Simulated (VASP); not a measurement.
# C in VASP: single point with PBEsol

Aim: the single point of C with PBEsol.

Everything below comes from runs of VASP 6.6.1. Logs are shortened: lines on timing, memory, paths and dates and some standing lists are left out, and cuts for length are marked.

### Step 1. The cell of the first run

The cell holds a sheet with vacuum, 2 atoms: a = 2.455 Å, b = 2.455 Å, c = 16.000 Å, α = 90.00°, β = 90.00°, γ = 120.00°.

### Step 2. Single point, PBEsol

Contents of INCAR:

```
SYSTEM = C
ALGO = Normal
DIPOL = 0.5 0.5 0.500
EDIFF = 1E-6
ENCUT = 520
GGA = PS
GGA_COMPAT = .False.
IDIPOL = 3
ISIF = 2
ISMEAR = 0
LASPH = .True.
LCHARG = .True.
LDIPOL = .True.
LELF = .True.
LREAL = .False.
LVACPOTAV = .True.
LVHAR = .True.
LWAVE = .False.
NBANDS = 11
NELM = 120
NELMDL = -8
PREC = Accurate
SIGMA = 0.03
```

Contents of KPOINTS:

```
k-points
0
Gamma
  18 18 1
  0 0 0
```

Contents of POSCAR:

```
C
1.0
    2.4551590159      0.0000000000      0.0000000000
   -1.2275795080      2.1262300781      0.0000000000
    0.0000000000      0.0000000000     16.0000000000
C
2
Direct
    0.3333333333      0.6666666667      0.5000000000
    0.6666666667      0.3333333333      0.5000000000
```

Potentials or basis: VASP PAW PBE potentials, release 64 (C).

Run with:

```
$ cat potpaw_PBE.64/C/POTCAR > POTCAR
$ mpirun -np 1 vasp_std > vasp.out
```

OUTCAR:

```text
SYSTEM = C
   EDIFF = 1E-6
   ENCUT = 520
   GGA = PS
   ISIF = 2
   ISMEAR = 0
   LASPH = .True.
   LREAL = .False.
   NELM = 120
   NELMDL = -8
   PREC = Accurate

 ion  position               nearest neighbor table
   1  0.333  0.667  0.500-   2 1.42   2 1.42   2 1.42
   2  0.667  0.333  0.500-   1 1.42   1 1.42   1 1.42

  LATTYP: Found a hexagonal cell.
 ALAT       =     2.4551590159
 C/A-ratio  =     6.5168894953

  Lattice vectors:

 A1 = (   2.4551590159,   0.0000000000,   0.0000000000)
 A2 = (  -1.2275795080,   2.1262300781,   0.0000000000)
 A3 = (   0.0000000000,   0.0000000000,  16.0000000000)

Analysis of symmetry for initial positions (statically):
=====================================================================
 Subroutine PRICEL returns:
 Original cell was already a primitive cell.

 Routine SETGRP: Setting up the symmetry group for a
 hexagonal supercell.

 Subroutine GETGRP returns: Found 24 space group operations
 (whereof 24 operations were pure point group operations)
 out of a pool of 24 trial point group operations.

The static configuration has the point symmetry D_6h.

Analysis of symmetry for dynamics (positions and initial velocities):
=====================================================================
 Subroutine PRICEL returns:
 Original cell was already a primitive cell.

 Routine SETGRP: Setting up the symmetry group for a
 hexagonal supercell.

 Subroutine GETGRP returns: Found 24 space group operations
 (whereof 24 operations were pure point group operations)
 out of a pool of 24 trial point group operations.

The dynamic configuration has the point symmetry D_6h.

 Subroutine INISYM returns: Found 24 space group operations
 (whereof 24 operations are pure point group operations),
 and found     1 'primitive' translations

----------------------------------------------------------------------------------------

                                     Primitive cell

  volume of cell :      83.5237

  direct lattice vectors                    reciprocal lattice vectors
     2.455159016  0.000000000  0.000000000     0.407305593  0.235157994  0.000000000
    -1.227579508  2.126230078  0.000000000     0.000000000  0.470315988  0.000000000
     0.000000000  0.000000000 16.000000000     0.000000000  0.000000000  0.062500000

  length of vectors
     2.455159016  2.455159016 16.000000000     0.470315988  0.470315988  0.062500000

  position of ions in fractional coordinates (direct lattice)
     0.333333333  0.666666667  0.500000000
     0.666666667  0.333333333  0.500000000

  ion indices of the primitive-cell ions
   primitive index   ion index
                 1           1
                 2           2

----------------------------------------------------------------------------------------

 KPOINTS: k-points

Automatic generation of k-mesh.
 Grid dimensions read from file:
 generate k-points for:   18   18    1

 Generating k-lattice:

  Cartesian coordinates                     Fractional coordinates (reciprocal lattice)
     0.022628089  0.013064333  0.000000000     0.055555556 -0.000000000  0.000000000
     0.000000000  0.026128666  0.000000000     0.000000000  0.055555556  0.000000000
     0.000000000  0.000000000  0.062500000     0.000000000  0.000000000  1.000000000

  Length of vectors
     0.026128666  0.026128666  0.062500000

  Shift w.r.t. Gamma in fractional coordinates (k-lattice)
     0.000000000  0.000000000  0.000000000

 Subroutine IBZKPT returns following result:
 ===========================================

 Found     37 irreducible k-points:

 Following reciprocal coordinates:
            Coordinates               Weight
  0.000000  0.000000  0.000000      1.000000
  0.055556 -0.000000  0.000000      6.000000
  0.111111 -0.000000  0.000000      6.000000
  0.166667  0.000000  0.000000      6.000000
  0.222222  0.000000  0.000000      6.000000
  0.277778  0.000000  0.000000      6.000000
[... 16 lines left out ...]
  0.333333  0.111111  0.000000     12.000000
  0.388889  0.111111  0.000000     12.000000
 [... further k-points ...]
   k-points           NKPTS =     37   k-points in BZ     NKDIM =     37   number of bands    NBANDS=     11
   number of dos      NEDOS =    301   number of ions     NIONS =      2
   total plane-waves  NPLWV =  38880
   dimension x,y,z NGX =    18 NGY =   18 NGZ =  120
   dimension x,y,z NGXF=    36 NGYF=   36 NGZF=  240
   ions per type =               2
   NGX,Y,Z   is equivalent  to a cutoff of  12.19, 12.19, 12.47 a.u.
   NGXF,Y,Z  is equivalent  to a cutoff of  24.38, 24.38, 24.94 a.u.
 SYSTEM =  C
   PREC   = accura    normal or accurate (medium, high low for compatibility)
   ISTART =      0    job   : 0-new  1-cont  2-samecut
   ICHARG =      2    charge: 1-file 2-atom 10-const
   ISPIN  =      1    spin polarized calculation?
   LNONCOLLINEAR =      F non collinear calculations
   LSORBIT =      F    spin-orbit coupling
   LASPH  =      T    aspherical Exc in radial PAW
   ENCUT  =  520.0 eV  38.22 Ry    6.18 a.u.   4.56  4.56 29.75*2*pi/ulx,y,z
   NELM   =    120;   NELMIN=  2; NELMDL= -8     # of ELM steps
   EDIFF  = 0.1E-05   stopping-criterion for ELM
   LREAL  =      F    real-space projection
   EDIFFG = 0.1E-04   stopping-criterion for IOM
   NSW    =      0    number of steps for IOM
   IBRION =     -1    ionic relax: 0-MD 1-quasi-New 2-CG
   NFREE  =      0    steps in history (QN), initial steepest desc. (CG)
   ISIF   =      2    stress and relaxation
   ISYM   =      2    0-nonsym 1-usesym 2-fastsym
   POTIM  = 0.5000    time-step for ionic-motion
   TEBEG  =    0.0;   TEEND  =   0.0 temperature during run
   PSTRESS=    0.0 pullay stress
   NELECT =       8.0000    total number of electrons
   NUPDOWN=      -1.0000    fix difference up-down
   EMIN   =  10.00;   EMAX   =-10.00  energy-range for DOS
   EFERMI =   0.00;   METHOD = LEGACY
   ISMEAR =     0;   SIGMA  =   0.03  broadening in eV -4-tet -1-fermi 0-gaus
   EFERMI_NEDOS =   21; number of points for ismear=-14 and -15
   IALGO  =     38    algorithm
   IMIX   =      4    mixing-type and parameters
     AMIX     =   0.40;   BMIX     =  1.00
     AMIX_MAG =   1.60;   BMIX_MAG =  1.00
  volume/ion in A,a.u.               =      41.76       281.82
  Fermi-wavevector in a.u.,A,eV,Ry     =   0.749034  1.415469  7.633575  0.561052
  Thomas-Fermi vector in A             =   1.845460
   LORBIT       =      0    0 simple, 1 ext, 2 COOP (PROOUT), +10 PAW based schemes
   GGA     = PS    functional components
   LHFCALC =     F    Hartree Fock is set to
   AEXX    =    0.0000 exact exchange contribution
   IVDW    =     0    specifies the selected vdW correction
   LEPSILON=     F    determine dielectric tensor
   LRPA    =     F    only Hartree local field effects (RPA)
 non-spin polarized calculation
 Gauss-broadening in eV      SIGMA  =   0.03
  energy-cutoff  :      520.00
  volume of cell :       83.52
 maximum number of plane-waves:      2286
   NGX =  9   NGY =  9   NGZ = 59

 number of electron       7.9999997 magnetization

 dipolmoment           0.000000      0.000000     -0.000000 electrons x Angstroem

 Free energy of the ion-electron system (eV)
  ---------------------------------------------------
  ext. energy  EPLUGINS =         0.00000000
  ---------------------------------------------------
  free energy    TOTEN  =       -19.28132924 eV

  energy without entropy =      -19.28112028  energy(sigma->0) =      -19.28122476

 E-fermi :  -2.3999     XC(G=0):  -2.6956

 val. band max:       -2.3999190380   @ k =   0.3333   0.3333   0.0000
 cond. band min:      -2.3999190327   @ k =   0.3333   0.3333   0.0000
 fundamental gap:      0.0000000053
 Fermi energy:        -2.3999190355

 k-point     1 :       0.0000    0.0000    0.0000
  band No.  band energies     occupation
      1     -21.9901      2.00000
      2     -10.1380      2.00000
      3      -5.4008      2.00000
      4      -5.4008      2.00000
      5       0.9553      0.00000
      6       1.8385      0.00000
      7       2.2412      0.00000
      8       3.9082      0.00000
      9       4.5201      0.00000
     10       5.9692      0.00000
     11       5.9692      0.00000

 k-point     2 :       0.0556   -0.0000    0.0000
  band No.  band energies     occupation
      1     -21.9165      2.00000
      2     -10.0497      2.00000
      3      -5.6999      2.00000
      4      -5.5608      2.00000
      5       1.0550      0.00000
      6       1.9395      0.00000
      7       2.3431      0.00000
      8       4.0087      0.00000
      9       4.6190      0.00000
     10       6.0076      0.00000
     11       6.2903      0.00000

 k-point     3 :       0.1111   -0.0000    0.0000
  band No.  band energies     occupation
      1     -21.6962      2.00000
      2      -9.7857      2.00000
      3      -6.5218      2.00000
      4      -5.9852      2.00000
      5       1.3541      0.00000
      6       2.2422      0.00000
      7       2.6487      0.00000
      8       4.3097      0.00000
      9       4.9152      0.00000
     10       6.0528      0.00000
     11       7.1939      0.00000
[... 267 lines left out ...]
 k-point    23 :       0.3333    0.1111    0.0000
  band No.  band energies     occupation
      1     -18.2610      2.00000
      2     -13.3343      2.00000
      3      -9.4441      2.00000
      4      -5.8826      2.00000
      5       0.9467      0.00000
      6       6.0849      0.00000
      7       6.4956      0.00000
      8       7.0218      0.00000
      9       7.5439      0.00000
     10       9.0092      0.00000
     11       9.7246      0.00000

 k-point    24 :       0.3889    0.1111    0.0000
  band No.  band energies     occupation
      1     -17.2527      2.00000
      2     -14.6443      2.00000
      3      -9.6703      2.00000
      4      -4.9681      2.00000
      5      -0.2631      0.00000
      6       6.3491      0.00000
      7       7.5860      0.00000
      8       8.4407      0.00000
      9       9.0654      0.00000
     10      10.2831      0.00000
     11      10.8768      0.00000

 [... further k-points ...]

------------------------ aborting loop because EDIFF is reached ----------------------------------------

  FORCE on cell =-STRESS in cart. coord.  units (eV):
  Direction    XX          YY          ZZ          XY          YZ          ZX
  --------------------------------------------------------------------------------------
  -------------------------------------------------------------------------------------
  Total        0.3226817      0.3226817     -0.0104426     -0.0000000      0.0000000     -0.0000000
  in kB        6.1897769      6.1897769     -0.2003138     -0.0000000      0.0000000     -0.0000000
  external PRESSURE =       4.0597466 kB  Pullay stress =       0.0000000 kB

 VOLUME and BASIS-vectors are now :
 -----------------------------------------------------------------------------
  energy-cutoff  :      520.00
  volume of cell :       83.52
      direct lattice vectors                 reciprocal lattice vectors
     2.455159016  0.000000000  0.000000000     0.407305593  0.235157994  0.000000000
    -1.227579508  2.126230078  0.000000000     0.000000000  0.470315988  0.000000000
     0.000000000  0.000000000 16.000000000     0.000000000  0.000000000  0.062500000

 POSITION                                       TOTAL-FORCE (eV/Angst)
 -----------------------------------------------------------------------------------
     -0.00000      1.41749      8.00000         0.000000      0.000000     -0.000000
      1.22758      0.70874      8.00000        -0.000000      0.000000      0.000000
 -----------------------------------------------------------------------------------
    total drift:                               -0.000000     -0.000000     -0.000000

  FREE ENERGIE OF THE ION-ELECTRON SYSTEM (eV)
  ---------------------------------------------------
  free  energy   TOTEN  =       -19.2813292426 eV

  energy  without entropy=      -19.2811202835  energy(sigma->0) =      -19.28122476

 vacuum level on the upper side and lower side of the slab         1.893         1.893
```

Run time: 35 s. Hardware: 1 thread of Intel Xeon Platinum 8488C (Sapphire Rapids), shared host; peak memory 0.18 GiB.

Results:

- Free energy: -19.2813 eV
- Band gap on the k mesh: zero (filled and empty bands touch)

Levels at points of the mesh, in eV from the Fermi level:
| k point | band 1 | band 2 | band 3 | band 4 | band 5 | band 6 | band 7 | band 8 |
| --- | --- | --- | --- | --- | --- | --- | --- | --- |
| (0.00, 0.00, 0.00) | -19.59 | -7.74 | -3.00 | -3.00 | 3.36 | 4.24 | 4.64 | 6.31 |
| (0.50, 0.00, 0.00) | -14.25 | -13.32 | -6.44 | -2.39 | 1.66 | 7.47 | 11.27 | 11.40 |

Caveat: the PAW data sets were made with another functional, which shifts forces and pressure a little.
